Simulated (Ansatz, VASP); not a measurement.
## InP: VASP beside Ansatz

Contents of INCAR:

```
PREC = Accurate
ENCUT = 520
EDIFF = 1E-7
ISMEAR = -1
SIGMA = 0.02
LREAL = False
LASPH = True
NELM = 80
ALGO = Normal
ISIF = 2
LWAVE = False
LCHARG = False
GGA = PE
NBANDS = 16
```

The input KPOINTS:

```
Automatic mesh
0
Gamma
  8 8 8
```

The input POSCAR:

```
InP
1.0
    0.0000000000      2.9537876370      2.9537876370
    2.9537876370      0.0000000000      2.9537876370
    2.9537876370      2.9537876370      0.0000000000
In P
1 1
Direct
    0.0000000000      0.0000000000      0.0000000000
    0.2500000000      0.2500000000      0.2500000000
```

Input for Ansatz:

```yaml
crystal:
  lattice:
    - [0.0, 2.953787637, 2.953787637]
    - [2.953787637, 0.0, 2.953787637]
    - [2.953787637, 2.953787637, 0.0]
  atoms:
    - { symbol: In, position: [0.0, 0.0, 0.0] }
    - { symbol: P, position: [0.25, 0.25, 0.25] }
kpoints:
  mp_grid: { grid: [8, 8, 8] }
  band_path:
    path:
      - [[0.0, 0.0, 0.0], [-0.5, -0.5, -1.58702752069e-33], [-0.375, -0.375, 0.25]]
      - [[-0.375, 1.690291113182e-17, 0.375], [0.0, 0.0, 0.0], [-9.420550808186e-17, 1.181298130025e-17, 0.5], [-0.5, -0.25, 0.25], [-0.5, -0.5, -1.58702752069e-33]]
    npoints: 10
hamiltonian:
  xc: pbe
scf:
  occupations: { method: fermi_dirac, width: 0.02 }
  n_extra_bands: 4
output:
  forces: true
  stress: true
  eigenvalues: true
```

Alike in both runs: task single point; functional PBE; k mesh 8 × 8 × 8; occupations fermi-dirac, width 0.02 eV; no spin polarisation.

|  | VASP | Ansatz |
| --- | --- | --- |
| version | VASP 6.6.1 | Ansatz 0.2.0 |
| potentials or method | VASP PAW PBE potentials, release 64 (In_d, P) | plane waves, PAW |
| plane-wave cutoff (eV) | 520 | 420 |
| valence electrons in the cell | 18 | 18 |

```tsv
	VASP	Ansatz	Ansatz less VASP
pressure (GPa)	1.6	1.7	+0.05
```
